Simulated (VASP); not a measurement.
# SiO2 (P4_2/mnm) in VASP: notebook

The runs below take SiO2 through electric field gradients, with PBEsol.

Program: VASP 6.6.1. These are calculated values, not measurements. Logs are shortened: lines on timing, memory, paths and dates and some standing lists are left out, and cuts for length are marked.

**1. The cell of the first run**

The structure is tetragonal, space group P4_2/mnm (No. 136). The conventional cell has a = 4.180 Å, b = 4.180 Å, c = 2.588 Å, α = 90.00°, β = 90.00°, γ = 90.00°. Within 2.3 Å of Si (site symmetry mmm) lie 6 O at 1.73 to 1.81 Å. O (site symmetry m2m) has 3 Si at 1.73 to 1.81 Å and 1 O at 2.29 Å within 2.3 Å.

**2. Electric field gradients, PBEsol (zz strain of -3 %)**

The input, INCAR:

```
PREC = Accurate
ENCUT = 520
EDIFF = 1E-8
ISMEAR = -1
SIGMA = 0.03
LREAL = False
LASPH = True
NELM = 80
ALGO = Normal
ISIF = 2
LWAVE = False
LCHARG = False
GGA = PS
LEFG = True
NBANDS = 25
```

The input, KPOINTS:

```
Automatic mesh
0
Gamma
  6 6 9
```

The input, POSCAR:

```
SiO2
1.0
    4.1801000000      0.0000000000      0.0000000000
    0.0000000000      4.1801000000      0.0000000000
    0.0000000000      0.0000000000      2.5877660000
Si O
2 4
Direct
    0.0000000000      0.0000000000      0.0000000000
    0.5000000000      0.5000000000      0.5000000000
    0.3067000000      0.3067000000      0.0000000000
    0.1933000000      0.8067000000      0.5000000000
    0.6933000000      0.6933000000      0.0000000000
    0.8067000000      0.1933000000      0.5000000000
```

Potentials or basis: VASP PAW PBE potentials, release 64 (Si, O).

The run is started by

```
$ cat potpaw_PBE.64/Si/POTCAR potpaw_PBE.64/O/POTCAR > POTCAR
$ mpirun -np 1 vasp_std > vasp.out
```

OUTCAR:

```text
PREC = Accurate
   ENCUT = 520
   EDIFF = 1E-8
   ISMEAR = -1
   LREAL = False
   LASPH = True
   NELM = 80
   ISIF = 2
   GGA = PS

 ion  position               nearest neighbor table
   1  0.000  0.000  0.000-   4 1.73   6 1.73   4 1.73   6 1.73   5 1.81   3 1.81
   2  0.500  0.500  0.500-   3 1.73   5 1.73   3 1.73   5 1.73   4 1.81   6 1.81
   3  0.307  0.307  0.000-   2 1.73   2 1.73   1 1.81
   4  0.193  0.807  0.500-   1 1.73   1 1.73   2 1.81
   5  0.693  0.693  0.000-   2 1.73   2 1.73   1 1.81
   6  0.807  0.193  0.500-   1 1.73   1 1.73   2 1.81

  LATTYP: Found a simple tetragonal cell.
 ALAT       =     4.1801000000
 C/A-ratio  =     0.6190679649

  Lattice vectors:

 A1 = (   4.1801000000,   0.0000000000,   0.0000000000)
 A2 = (   0.0000000000,   4.1801000000,   0.0000000000)
 A3 = (   0.0000000000,   0.0000000000,   2.5877660000)

Analysis of symmetry for initial positions (statically):
=====================================================================
 Subroutine PRICEL returns:
 Original cell was already a primitive cell.

 Routine SETGRP: Setting up the symmetry group for a
 simple tetragonal supercell.

 Subroutine GETGRP returns: Found 16 space group operations
 (whereof  8 operations were pure point group operations)
 out of a pool of 16 trial point group operations.

The static configuration has the point symmetry D_2h.
 The point group associated with its full space group is D_4h.

Analysis of symmetry for dynamics (positions and initial velocities):
=====================================================================
 Subroutine PRICEL returns:
 Original cell was already a primitive cell.

 Routine SETGRP: Setting up the symmetry group for a
 simple tetragonal supercell.

 Subroutine GETGRP returns: Found 16 space group operations
 (whereof  8 operations were pure point group operations)
 out of a pool of 16 trial point group operations.

The dynamic configuration has the point symmetry D_2h.
 The point group associated with its full space group is D_4h.

 Subroutine INISYM returns: Found 16 space group operations
 (whereof  8 operations are pure point group operations),
 and found     1 'primitive' translations

----------------------------------------------------------------------------------------

                                     Primitive cell

  volume of cell :      45.2166

  direct lattice vectors                    reciprocal lattice vectors
     4.180100000  0.000000000  0.000000000     0.239228727  0.000000000  0.000000000
     0.000000000  4.180100000  0.000000000     0.000000000  0.239228727  0.000000000
     0.000000000  0.000000000  2.587766000     0.000000000  0.000000000  0.386433704

  length of vectors
     4.180100000  4.180100000  2.587766000     0.239228727  0.239228727  0.386433704

  position of ions in fractional coordinates (direct lattice)
     0.000000000  0.000000000  0.000000000
     0.500000000  0.500000000  0.500000000
     0.306700000  0.306700000  0.000000000
     0.193300000  0.806700000  0.500000000
     0.693300000  0.693300000  0.000000000
     0.806700000  0.193300000  0.500000000

  ion indices of the primitive-cell ions
   primitive index   ion index
                 1           1
                 2           2
                 3           3
                 4           4
                 5           5
                 6           6

----------------------------------------------------------------------------------------

 KPOINTS: Automatic mesh

Automatic generation of k-mesh.
 Grid dimensions read from file:
 generate k-points for:    6    6    9

 Generating k-lattice:

  Cartesian coordinates                     Fractional coordinates (reciprocal lattice)
     0.039871454  0.000000000  0.000000000     0.166666667  0.000000000  0.000000000
     0.000000000  0.039871454  0.000000000     0.000000000  0.166666667  0.000000000
     0.000000000  0.000000000  0.042937078     0.000000000  0.000000000  0.111111111

  Length of vectors
     0.039871454  0.039871454  0.042937078

  Shift w.r.t. Gamma in fractional coordinates (k-lattice)
     0.000000000  0.000000000  0.000000000

 Subroutine IBZKPT returns following result:
 ===========================================

 Found     50 irreducible k-points:

 Following reciprocal coordinates:
            Coordinates               Weight
  0.000000  0.000000  0.000000      1.000000
  0.166667  0.000000  0.000000      4.000000
  0.333333  0.000000  0.000000      4.000000
  0.500000  0.000000  0.000000      2.000000
  0.166667  0.166667  0.000000      4.000000
  0.333333  0.166667  0.000000      8.000000
[... 16 lines left out ...]
  0.333333  0.000000  0.222222      8.000000
  0.500000  0.000000  0.222222      4.000000
 [... further k-points ...]
   k-points           NKPTS =     50   k-points in BZ     NKDIM =     50   number of bands    NBANDS=     25
   number of dos      NEDOS =    301   number of ions     NIONS =      6
   total plane-waves  NPLWV =  20480
   dimension x,y,z NGX =    32 NGY =   32 NGZ =   20
   dimension x,y,z NGXF=    64 NGYF=   64 NGZF=   40
   ions per type =               2   4
   NGX,Y,Z   is equivalent  to a cutoff of  12.73, 12.73, 12.85 a.u.
   NGXF,Y,Z  is equivalent  to a cutoff of  25.45, 25.45, 25.70 a.u.
 SYSTEM =  unknown system
   PREC   = accura    normal or accurate (medium, high low for compatibility)
   ISTART =      0    job   : 0-new  1-cont  2-samecut
   ICHARG =      2    charge: 1-file 2-atom 10-const
   ISPIN  =      1    spin polarized calculation?
   LNONCOLLINEAR =      F non collinear calculations
   LSORBIT =      F    spin-orbit coupling
   LASPH  =      T    aspherical Exc in radial PAW
   ENCUT  =  520.0 eV  38.22 Ry    6.18 a.u.   7.77  7.77  4.81*2*pi/ulx,y,z
   NELM   =     80;   NELMIN=  2; NELMDL= -5     # of ELM steps
   EDIFF  = 0.1E-07   stopping-criterion for ELM
   LREAL  =      F    real-space projection
   EDIFFG = 0.1E-06   stopping-criterion for IOM
   NSW    =      0    number of steps for IOM
   IBRION =     -1    ionic relax: 0-MD 1-quasi-New 2-CG
   NFREE  =      0    steps in history (QN), initial steepest desc. (CG)
   ISIF   =      2    stress and relaxation
   ISYM   =      2    0-nonsym 1-usesym 2-fastsym
   POTIM  = 0.5000    time-step for ionic-motion
   TEBEG  =    0.0;   TEEND  =   0.0 temperature during run
   PSTRESS=    0.0 pullay stress
   NELECT =      32.0000    total number of electrons
   NUPDOWN=      -1.0000    fix difference up-down
   EMIN   =  10.00;   EMAX   =-10.00  energy-range for DOS
   EFERMI =   0.00;   METHOD = LEGACY
   ISMEAR =    -1;   SIGMA  =   0.03  broadening in eV -4-tet -1-fermi 0-gaus
   EFERMI_NEDOS =   21; number of points for ismear=-14 and -15
   IALGO  =     38    algorithm
   IMIX   =      4    mixing-type and parameters
     AMIX     =   0.40;   BMIX     =  1.00
     AMIX_MAG =   1.60;   BMIX_MAG =  1.00
  volume/ion in A,a.u.               =       7.54        50.86
  Fermi-wavevector in a.u.,A,eV,Ry     =   1.458899  2.756920 28.958473  2.128388
  Thomas-Fermi vector in A             =   2.575530
   LORBIT       =      0    0 simple, 1 ext, 2 COOP (PROOUT), +10 PAW based schemes
   GGA     = PS    functional components
   LHFCALC =     F    Hartree Fock is set to
   AEXX    =    0.0000 exact exchange contribution
   IVDW    =     0    specifies the selected vdW correction
   LEPSILON=     F    determine dielectric tensor
   LRPA    =     F    only Hartree local field effects (RPA)
 non-spin polarized calculation
  energy-cutoff  :      520.00
  volume of cell :       45.22
 maximum number of plane-waves:      1233
 NGX is ok and might be reduce to    32
   NGX = 15   NGY = 15   NGZ =  9

 number of electron      32.0000010 magnetization

 Free energy of the ion-electron system (eV)
  ---------------------------------------------------
  ext. energy  EPLUGINS =         0.00000000
  ---------------------------------------------------
  free energy    TOTEN  =       -48.81420055 eV

  energy without entropy =      -48.81420055  energy(sigma->0) =      -48.81420055

 E-fermi :   9.1193     XC(G=0): -12.6680

 val. band max:        8.5110279516   @ k =   0.0000   0.0000   0.0000
 cond. band min:      14.7568083373   @ k =   0.0000   0.0000   0.0000
 fundamental gap:      6.2457803857
 Fermi energy:         9.1193157080

 k-point     1 :       0.0000    0.0000    0.0000
  band No.  band energies     occupation
      1     -14.3889      2.00000
      2     -10.6000      2.00000
      3     -10.6000      2.00000
      4     -10.4634      2.00000
      5      -2.5350      2.00000
      6       1.7212      2.00000
[... 17 lines left out ...]
     24      22.8164      0.00000
     25      24.3761      0.00000

 k-point     2 :       0.1667    0.0000    0.0000
  band No.  band energies     occupation
      1     -14.2415      2.00000
      2     -11.3439      2.00000
      3     -10.5239      2.00000
      4     -10.0270      2.00000
      5      -2.3750      2.00000
      6       0.9728      2.00000
[... 17 lines left out ...]
     24      22.2093      0.00000
     25      24.1939      0.00000

 k-point     3 :       0.3333    0.0000    0.0000
  band No.  band energies     occupation
      1     -13.8097      2.00000
      2     -12.2667      2.00000
      3     -10.3198      2.00000
      4      -9.9098      2.00000
      5      -1.9076      2.00000
      6      -0.1546      2.00000
[... 552 lines left out ...]
 k-point    23 :       0.3333    0.0000    0.2222
  band No.  band energies     occupation
      1     -13.1506      2.00000
      2     -11.7549      2.00000
      3     -10.0356      2.00000
      4      -9.7890      2.00000
      5      -1.3987      2.00000
      6       0.3045      2.00000
[... 17 lines left out ...]
     24      21.5207      0.00000
     25      22.6333      0.00000

 k-point    24 :       0.5000    0.0000    0.2222
  band No.  band energies     occupation
      1     -12.5261      2.00000
      2     -12.5261      2.00000
      3      -9.8718      2.00000
      4      -9.8718      2.00000
      5      -0.5865      2.00000
      6      -0.5865      2.00000
[... 17 lines left out ...]
     24      21.5294      0.00000
     25      22.5739      0.00000

 [... further k-points ...]

------------------------ aborting loop because EDIFF is reached ----------------------------------------

  FORCE on cell =-STRESS in cart. coord.  units (eV):
  Direction    XX          YY          ZZ          XY          YZ          ZX
  --------------------------------------------------------------------------------------
  -------------------------------------------------------------------------------------
  Total        3.0354125      3.0354125      8.7427657      0.0000000      0.0000000      0.0000000
  in kB      107.5548379    107.5548379    309.7854921      0.0000000      0.0000000      0.0000000
  external PRESSURE =     174.9650560 kB  Pullay stress =       0.0000000 kB

 VOLUME and BASIS-vectors are now :
 -----------------------------------------------------------------------------
  energy-cutoff  :      520.00
  volume of cell :       45.22
      direct lattice vectors                 reciprocal lattice vectors
     4.180100000  0.000000000  0.000000000     0.239228727  0.000000000  0.000000000
     0.000000000  4.180100000  0.000000000     0.000000000  0.239228727  0.000000000
     0.000000000  0.000000000  2.587766000     0.000000000  0.000000000  0.386433704

 POSITION                                       TOTAL-FORCE (eV/Angst)
 -----------------------------------------------------------------------------------
      0.00000      0.00000      0.00000         0.000000      0.000000      0.000000
      2.09005      2.09005      1.29388         0.000000      0.000000      0.000000
      1.28204      1.28204      0.00000        -0.242470     -0.242470     -0.000000
      0.80801      3.37209      1.29388         0.242470     -0.242470      0.000000
      2.89806      2.89806      0.00000         0.242470      0.242470      0.000000
      3.37209      0.80801      1.29388        -0.242470      0.242470      0.000000
 -----------------------------------------------------------------------------------
    total drift:                                0.000000      0.000000      0.000000

  FREE ENERGIE OF THE ION-ELECTRON SYSTEM (eV)
  ---------------------------------------------------
  free  energy   TOTEN  =       -48.8142005468 eV

  energy  without entropy=      -48.8142005468  energy(sigma->0) =      -48.81420055

 Electric field gradients (V/A^2)
---------------------------------------------------------------------
 ion       V_xx      V_yy      V_zz      V_xy      V_xz      V_yz
---------------------------------------------------------------------
   1      11.527    11.527   -23.055    22.977     0.000    -0.000
   2      11.527    11.527   -23.055   -22.977     0.000    -0.000
   3     -19.510   -19.510    39.020    82.084    -0.000     0.000
   4     -19.510   -19.510    39.020   -82.084     0.000    -0.000
   5     -19.510   -19.510    39.020    82.084    -0.000     0.000
   6     -19.510   -19.510    39.020   -82.084     0.000    -0.000
---------------------------------------------------------------------

 Electric field gradients after diagonalization (V/A^2)
 (convention: |V_zz| > |V_xx| > |V_yy|)
----------------------------------------------------------------------
 ion       V_xx      V_yy      V_zz     asymmetry (V_yy - V_xx)/ V_zz
----------------------------------------------------------------------
   1     -23.055   -11.450    34.505       0.336
   2     -23.055   -11.450    34.505       0.336
   3      62.574    39.020  -101.594       0.232
   4      62.574    39.020  -101.594       0.232
   5      62.574    39.020  -101.594       0.232
   6      62.574    39.020  -101.594       0.232
----------------------------------------------------------------------

           NMR quadrupolar parameters

 Cq : quadrupolar parameter    Cq=e*Q*V_zz/h
 eta: asymmetry parameters     (V_yy - V_xx)/ V_zz
 Q  : nuclear electric quadrupole moment in mb (millibarn)
----------------------------------------------------------------------
 ion       Cq(MHz)       eta       Q (mb)
----------------------------------------------------------------------
   1       0.083       0.336       1.000
   2       0.083       0.336       1.000
   3      -0.246       0.232       1.000
   4      -0.246       0.232       1.000
   5      -0.246       0.232       1.000
   6      -0.246       0.232       1.000
----------------------------------------------------------------------
```

Run time: 29 s. Hardware: 1 thread of Intel Xeon Platinum 8488C (Sapphire Rapids), shared host; peak memory 0.14 GiB.

Results:

```yaml
Free_energy: -48.8142 eV
Pressure: 17.5 GPa
Largest_force: 0.343 eV/Å
Band_gap_on_the_k_mesh: 6.25 eV, direct
```

Forces in eV/Å, atoms in the order of the input:
```
Si   0.000  0.000  0.000
Si   0.000  0.000  0.000
O   -0.242 -0.242  0.000
O    0.242 -0.242  0.000
O    0.242  0.242  0.000
O   -0.242  0.242  0.000
```

Electric field gradients, principal values (V/Å²):
```csv
atom,least,middle,greatest (by size)
1 Si,-11.450,-23.055,34.505
2 Si,-11.450,-23.055,34.505
3 O,39.020,62.574,-101.594
4 O,39.020,62.574,-101.594
5 O,39.020,62.574,-101.594
6 O,39.020,62.574,-101.594
```

Caveat: the cell differs from its parent crystal (zz strain of -3 %); without QUAD_EFG the Cq values of the log hold for a quadrupole moment of 1 mb, not for the nuclei; the PAW data sets were made with another functional, which shifts forces and pressure a little. A k mesh can miss the band edges.

(Part 1 of 2 ends here.)
